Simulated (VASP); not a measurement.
Input of a VASP 6.6.1 run:

The input INCAR:

```
SYSTEM = K
PREC = Accurate ; ENCUT = 600
EDIFF = 1E-7 ; ISMEAR = 0
SIGMA = 0.1 ; LREAL = .False.
LASPH = .True. ; NELM = 100
ALGO = Fast ; ISIF = 3
LWAVE = .False. ; LCHARG = .False.
GGA = PS ; IBRION = 2
NSW = 100 ; EDIFFG = -0.01
```

The input KPOINTS:

```
Automatic mesh
0
Gamma
  10 10 6
  0 0 0
```

Contents of POSCAR:

```
K
1.0
    2.4379623500     -4.0476104500      0.0000000000
    2.4379623500      4.0476104500      0.0000000000
    0.0000000000      0.0000000000      7.8117980100
K
2
Direct
    0.8206130200      0.1793869800      0.2500000000
    0.1793869800      0.8206130200      0.7500000000
```

Potentials or basis: VASP PAW PBE potentials, release 64 (K_sv).

Command:

```bash
$ cat potpaw_PBE.64/K_sv/POTCAR > POTCAR
$ mpirun -np 1 vasp_std > vasp.out
```

Estimate the relaxed volume.

71.21 Å³/atom.

What does it give for the relaxed cell?

a = 4.627 Å, b = 4.627 Å, c = 7.563 Å, α = 90.00°, β = 90.00°, γ = 118.38°.

What does it give for the space group after relaxing (to 0.1 Å)?

Cmcm (No. 63).

Predict the band gap on the k mesh.

zero (bands 9 and 10 overlap by 2.40 eV).

The path:
| step | energy change (eV) | largest force (eV/Å) | pressure (GPa) | volume (Å³) |
| --- | --- | --- | --- | --- |
| 1 | 0.0000 | 0.0020 | -0.26 | 154.17 |
| 2 | -0.0040 | 0.0021 | -0.21 | 151.44 |
| 3 | -0.0102 | 0.0028 | -0.03 | 143.44 |
| 4 | -0.0103 | 0.0029 | 0.00 | 142.15 |
| 5 | -0.0103 | 0.0029 | -0.01 | 142.38 |
| 6 | -0.0103 | 0.0036 | 0.00 | 142.40 |
| 7 | -0.0104 | 0.0040 | 0.00 | 142.42 |

Caveat: the PAW data sets were made with another functional, which shifts forces and pressure a little.
